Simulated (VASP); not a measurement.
A run of VASP 6.6.1:

File POSCAR:

```
CsBr
1.0
    4.3865067364      0.0000000000      0.0000000000
    0.0000000000      4.3865067364      0.0000000000
    0.0000000000      0.0000000000      4.3865067364
Cs Br
1 1
Direct
    0.0000000000      0.0000000000      0.0000000000
    0.5000000000      0.5000000000      0.5000000000
```

File INCAR.step1:

```
PREC = Accurate
ENCUT = 550
ISMEAR = -1
SIGMA = 0.02
LREAL = F
LASPH = T
NELM = 120
GGA = PE
ALGO = Normal
EDIFF = 1E-5
LWAVE = T
LCHARG = F
GGA_COMPAT = F
IBRION = 2
ISIF = 3
EDIFFG = -0.005
NELMIN = 4
NSW = 100
```

Contents of INCAR.step2:

```
PREC = Accurate
ENCUT = 550
EDIFF = 1E-7
ISMEAR = -1
SIGMA = 0.02
LREAL = F
LASPH = T
NELM = 120
ALGO = Normal
ISIF = 3
LWAVE = F
LCHARG = F
METAGGA = R2SCAN
LMIXTAU = T
IBRION = 2
NSW = 80
EDIFFG = -0.005
ISTART = 1
GGA_COMPAT = F
NELMIN = 4
```

KPOINTS

```
regular mesh
0
Gamma
  6 6 6
```

Potentials or basis: VASP PAW PBE potentials, release 64 (Cs_sv, Br).

The run is started by

```sh
$ cat potpaw_PBE.64/Cs_sv/POTCAR potpaw_PBE.64/Br/POTCAR > POTCAR
$ cp INCAR.step1 INCAR
$ mpirun -np 1 vasp_std > vasp.out
$ cp INCAR.step2 INCAR
$ mpirun -np 1 vasp_std > vasp.out
```

Hardware: 1 thread of Intel(R) Xeon(R) 6975P-C (Granite Rapids) (shared host).

Estimate the wall time of this run.

Wall time 2.2 min on 1 thread of Intel(R) Xeon(R) 6975P-C (Granite Rapids), on a shared host, peak memory 0.24 GiB. Counts: k points 20, ion steps 4.
